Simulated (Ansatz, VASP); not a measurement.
Two plane-wave programs on AlH8

File INCAR:

```
SYSTEM = AlH8
ALGO = Normal ; EDIFF = 1E-6
EDIFFG = -0.01 ; ENCUT = 600
GGA = PE ; IBRION = 2
ISIF = 3 ; ISMEAR = 0
LASPH = .TRUE. ; LCHARG = .FALSE.
LREAL = .FALSE. ; LWAVE = .FALSE.
NELM = 100 ; NSW = 100
PREC = Accurate ; SIGMA = 0.1
```

File KPOINTS:

```
k-points
0
G
  9 9 8
  0 0 0
```

POSCAR

```
AlH8
1.0
    5.9189003686      0.0000000000      0.0000000000
   -2.9594501843      5.1259180817      0.0000000000
    0.0000000000      0.0000000000      5.4256742557
Al H
1 8
Direct
    0.0000000000      0.0000000000      0.5000000000
    0.8440177310      0.1559822690      0.5000000000
    0.8440177310      0.6880354619      0.5000000000
    0.3119645381      0.1559822690      0.5000000000
    0.0000000000      0.0000000000      0.9309840628
    0.0000000000      0.0000000000      0.0690159372
    0.6666666667      0.3333333333      0.0000000000
    0.3333333333      0.6666666667      0.4310340412
    0.3333333333      0.6666666667      0.5689659588
```

Input for Ansatz:

```yaml
crystal:
  lattice:
    - [5.9189003686, 0.0, 0.0]
    - [-2.9594501843, 5.1259180817, 0.0]
    - [0.0, 0.0, 5.4256742557]
  atoms:
    - { symbol: Al, position: [0.0, 0.0, 0.5] }
    - { symbol: H, position: [0.844017731, 0.155982269, 0.5] }
    - { symbol: H, position: [0.844017731, 0.6880354619, 0.5] }
    - { symbol: H, position: [0.3119645381, 0.155982269, 0.5] }
    - { symbol: H, position: [0.0, 0.0, 0.9309840628] }
    - { symbol: H, position: [0.0, 0.0, 0.0690159372] }
    - { symbol: H, position: [0.6666666667, 0.3333333333, 0.0] }
    - { symbol: H, position: [0.3333333333, 0.6666666667, 0.4310340412] }
    - { symbol: H, position: [0.3333333333, 0.6666666667, 0.5689659588] }
basis:
  ecutwfc: 420
kpoints:
  mp_grid: { grid: [9, 9, 8] }
hamiltonian:
  xc: pbe
scf:
  occupations: { method: gaussian, width: 0.1 }
output:
  forces: true
  stress: true
  eigenvalues: true
  write_density: true
  write_potential: true
  elf: true
  volumetric_format: npy
relax:
  adjacent_minimum: "off"
  f_tol: 0.01
  max_steps: 80
  cell: { stress_tol: 0.05 }
```

Alike in both runs: task relaxation of cell and atoms; functional PBE; k mesh 9 × 9 × 8; occupations gaussian, width 0.1 eV; no spin polarisation.

|  | VASP | Ansatz |
| --- | --- | --- |
| version | VASP 6.6.1 | Ansatz 0.2.0 |
| potentials or method | VASP PAW PBE potentials, release 64 (Al, H), cutoff 600 eV | scalar-relativistic, plane waves, PAW |
| valence electrons in the cell | 11 | 11 |

Ansatz gave:

- gap on the k mesh at the Fermi level, each at its own relaxed structure (eV): none
- relaxed volume (Å³/atom): 22.70
- relaxed cell length with the largest relative difference (Å): 5.818

What did VASP give for the same quantities?

gap on the k mesh at the Fermi level, each at its own relaxed structure (eV): none; relaxed volume (Å³/atom): 20.01; relaxed cell length with the largest relative difference (Å): 5.546.

A gap of «none» marks a metal or a gap that the smearing closes. One of these differences is far larger than is usual between the two programs; its cause wasn't traced. Ansatz's warnings: xc potential rough in thin density.
